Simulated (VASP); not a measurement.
The system is C.

```
C
1.0
     0.04654    0.04668    3.63983
     4.40066    0.06971    0.05505
    -2.13995    3.68018    0.02029
C
9
Direct
  0.54719 0.69741 0.26539
  0.19762 0.68513 0.39885
  0.87723 0.56920 0.30304
  0.45425 0.25096 0.74065
  0.78006 0.44609 0.71827
  0.14163 0.33393 0.56994
  0.73449 0.83677 0.97616
  0.28053 0.98094 0.83632
  0.98699 0.19958 0.19138
```

| Quantity | Value |
| --- | --- |
| Program | VASP 6.6.1 |
| Task | relaxation of cell and atoms |
| Functional | PBE |
| Potentials or basis | VASP PAW PBE potentials, release 64 (C) |
| Cutoff | 600 eV |
| k mesh | 6 × 6 × 6 |
| Occupations | gaussian, width 0.2 eV |
| Spin | no spin polarisation |

At the start: pressure 12.2 GPa; volume 6.61 Å³/atom.

**Question.** Where does the relaxation end?

**Answer.** Over 22 steps the energy falls by 1031.2 meV/atom and the volume is 6.33 Å³/atom (-4.1 %); space group P1 (No. 1, to 0.1 Å) before and after.

Step by step:
| step | energy change (eV) | largest force (eV/Å) | pressure (GPa) | volume (Å³) |
| --- | --- | --- | --- | --- |
| 1 | 0.0000 | 11.3136 | 12.17 | 59.47 |
| 2 | -1.4736 | 7.8603 | -11.28 | 63.81 |
| 3 | -3.7637 | 7.7460 | -14.65 | 61.66 |
| 4 | -2.0034 | 21.7776 | 10.61 | 58.53 |
| 5 | -5.5650 | 6.8740 | -15.00 | 60.34 |
| 6 | -6.1437 | 10.9020 | 29.08 | 54.63 |
| 7 | -7.7943 | 3.9217 | -0.76 | 56.92 |
| 8 | -8.6153 | 3.6391 | 15.71 | 55.33 |
| 9 | -8.9978 | 1.8228 | 7.25 | 55.87 |
| 10 | -9.1654 | 1.7532 | -2.04 | 57.28 |
| 11 | -9.2202 | 1.0538 | 0.54 | 56.80 |
| 12 | -9.2665 | 0.6095 | -1.11 | 57.11 |
| 13 | -9.2670 | 0.5414 | -0.96 | 57.08 |
| 14 | -9.2779 | 0.2326 | 0.06 | 56.95 |
| 15 | -9.2782 | 0.2019 | -0.10 | 56.97 |
| 16 | -9.2800 | 0.1746 | 0.59 | 56.92 |
| 17 | -9.2803 | 0.0850 | 0.40 | 56.94 |
| 18 | -9.2809 | 0.0856 | -0.02 | 57.00 |
| 19 | -9.2809 | 0.0827 | -0.01 | 57.00 |
| 20 | -9.2812 | 0.0299 | -0.12 | 57.02 |
| 21 | -9.2812 | 0.0318 | -0.14 | 57.03 |
| 22 | -9.2812 | 0.0102 | 0.01 | 57.01 |

Final structure:
```
C
1.0
    -0.13300   -0.00492    3.66651
     4.33136    0.15330   -0.15342
    -2.03367    3.52225    0.07255
C
9
Cartesian
  2.2790 0.7361 1.8395
  1.9560 1.7776 0.7799
  1.4708 1.1810 3.0459
  -0.2762 2.8328 1.6324
  0.6697 2.4529 2.8184
  0.4176 2.0535 0.5494
  3.6282 0.1358 2.3481
  -1.7665 2.9826 1.3091
  0.2801 0.5301 0.0198
```

Caveat: this functional lacks dispersion, which binds layers or chains, so the pressure and a relaxed spacing across them are unreliable.
